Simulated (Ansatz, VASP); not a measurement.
This is a calculation of Be2Si for Ansatz 0.2.0.

Contents of input.yaml:

```yaml
crystal:
  lattice:
    - [0.0, 2.64, 2.64]
    - [2.6136, 0.0, 2.64]
    - [2.6136, 2.64, 0.0]
  atoms:
    - { symbol: Si, position: [0.0, 0.0, 0.0] }
    - { symbol: Be, position: [0.25, 0.25, 0.25] }
    - { symbol: Be, position: [0.75, 0.75, 0.75] }
hamiltonian:
  xc: pbe
  pseudopotentials: { kind: paw }
kpoints:
  mp_grid: { grid: [9, 9, 9] }
scf:
  occupations: { method: fermi_dirac, width: 0.05 }
output:
  forces: true
  stress: true
  eigenvalues: true
```

Potentials or basis: Ansatz PAW.

Command:

```console
$ ansatz run input.yaml --threads 2 --pin off --max-ram 5632MiB --backend cpu --events-out ev --progress --plain --runs-dir out
```

Question: Translate it to VASP 6.6.1. Potentials there: VASP PAW PBE potentials, release 64 (Si, Be).

Answer: As run (the cutoff follows the program's own potentials):

INCAR

```
PREC = Accurate
ENCUT = 520
EDIFF = 1E-6
ISMEAR = -1
SIGMA = 0.05
LREAL = F
LASPH = T
NELM = 60
ALGO = Normal
ISIF = 2
LWAVE = F
LCHARG = F
GGA = PE
NBANDS = 11
```

Contents of KPOINTS:

```
regular mesh
0
Gamma
  9 9 9
```

Contents of POSCAR:

```
Be2Si
1.0
    0.0000000000      2.6400000000      2.6400000000
    2.6136000000      0.0000000000      2.6400000000
    2.6136000000      2.6400000000      0.0000000000
Si Be
1 2
Direct
    0.0000000000      0.0000000000      0.0000000000
    0.2500000000      0.2500000000      0.2500000000
    0.7500000000      0.7500000000      0.7500000000
```

Potentials or basis: VASP PAW PBE potentials, release 64 (Si, Be).

Command:

```console
$ cat potpaw_PBE.64/Si/POTCAR potpaw_PBE.64/Be/POTCAR > POTCAR
$ mpirun -np 1 vasp_std > vasp.out
```

Both were run:

|  | VASP | Ansatz | Ansatz less VASP |
| --- | --- | --- | --- |
| gap on the k mesh at the Fermi level (eV) | none | none | - |
| pressure (GPa) | 1.2 | 1.2 | -0.07 |
| traceless stress, the component that is largest in VASP (GPa) | 0.34 | 0.34 | +0.002 |

A gap of «none» marks a metal or a gap that the smearing closes. The functional is the same, so the differences come from potentials, cutoffs and numerics.
